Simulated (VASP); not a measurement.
Crystal: Ba5HfO2.

```
Ba Hf O
1.0
     3.57027    2.06130    4.89983
    -3.57027    2.06130    4.89983
     0.00000   -4.12259    4.89983
Ba Hf O
5 1 2
Direct
  0.50000 0.50000 0.00000
  0.00000 0.50000 0.50000
  0.50000 0.00000 0.50000
  0.89513 0.89513 0.89513
  0.10487 0.10487 0.10487
  0.50000 0.50000 0.50000
  0.64235 0.64235 0.64235
  0.35765 0.35765 0.35765
```

The cell was built from a structure type or drawn by symmetry, and may not be a known phase.

| Quantity | Value |
| --- | --- |
| Program | VASP 6.6.1 |
| Task | relaxation of cell and atoms |
| Functional | PBE |
| Potentials or basis | VASP PAW PBE potentials, release 64 (Ba_sv, Hf_pv, O) |
| Cutoff | 600 eV |
| k mesh | 3 × 3 × 3 |
| Occupations | gaussian, width 0.2 eV |
| Spin | no spin polarisation |

At the start: pressure 34.4 GPa; volume 27.04 Å³/atom.

**Question.** Where does the relaxation end?

**Answer.** Over 19 steps the energy falls by 1635.1 meV/atom and the volume is 45.50 Å³/atom (+68.2 %); space group R-3m (No. 166, to 0.1 Å) before and after.

Step by step:
| step | energy change (eV) | largest force (eV/Å) | pressure (GPa) | volume (Å³) |
| --- | --- | --- | --- | --- |
| 1 | 0.0000 | 4.5543 | 34.38 | 216.36 |
| 2 | -10.6471 | 1.8315 | -4.48 | 447.88 |
| 3 | -12.0370 | 1.9312 | -0.06 | 348.87 |
| 4 | -12.0574 | 1.8848 | -0.75 | 358.33 |
| 5 | -12.0557 | 1.8998 | -0.52 | 355.05 |
| 6 | -12.3261 | 0.7884 | 0.70 | 349.73 |
| 7 | -12.3304 | 0.7586 | 0.91 | 349.01 |
| 8 | -12.5517 | 0.4196 | 0.57 | 354.86 |
| 9 | -12.8712 | 0.4122 | -0.22 | 371.39 |
| 10 | -12.8908 | 0.5990 | -0.46 | 376.70 |
| 11 | -12.9575 | 1.2150 | -0.92 | 369.53 |
| 12 | -12.9785 | 0.6843 | -0.82 | 372.05 |
| 13 | -13.0317 | 0.3225 | 0.60 | 353.39 |
| 14 | -13.0351 | 0.3947 | 0.31 | 356.96 |
| 15 | -13.0594 | 0.1699 | 0.29 | 358.98 |
| 16 | -13.0662 | 0.3215 | 0.29 | 360.67 |
| 17 | -13.0777 | 0.1141 | -0.04 | 363.50 |
| 18 | -13.0791 | 0.0841 | -0.20 | 364.93 |
| 19 | -13.0811 | 0.0741 | -0.16 | 363.98 |

Final structure:
```xyz
8
Lattice="4.1303 2.3846 6.1592 -4.1303 2.3846 6.1592 0.0000 -4.7693 6.1592" Properties=species:S:1:pos:R:3 pbc="T T T"
Ba    0.0000    2.3846    6.1592
Ba   -2.0651   -1.1923    6.1592
Ba    2.0651   -1.1923    6.1592
Ba    0.0000    0.0000   16.1452
Ba    0.0000    0.0000    2.3324
Hf    0.0000    0.0000    9.2388
O     0.0000    0.0000   11.2089
O     0.0000    0.0000    7.2686
```

Caveat: the k points lie up to 0.31 Å⁻¹ apart in the final cell; the volume moved by over 15 % at a fixed basis, so the end points are rough; the relaxation stopped at a loose force limit of 0.08 eV/Å, so its end isn't a converged minimum.
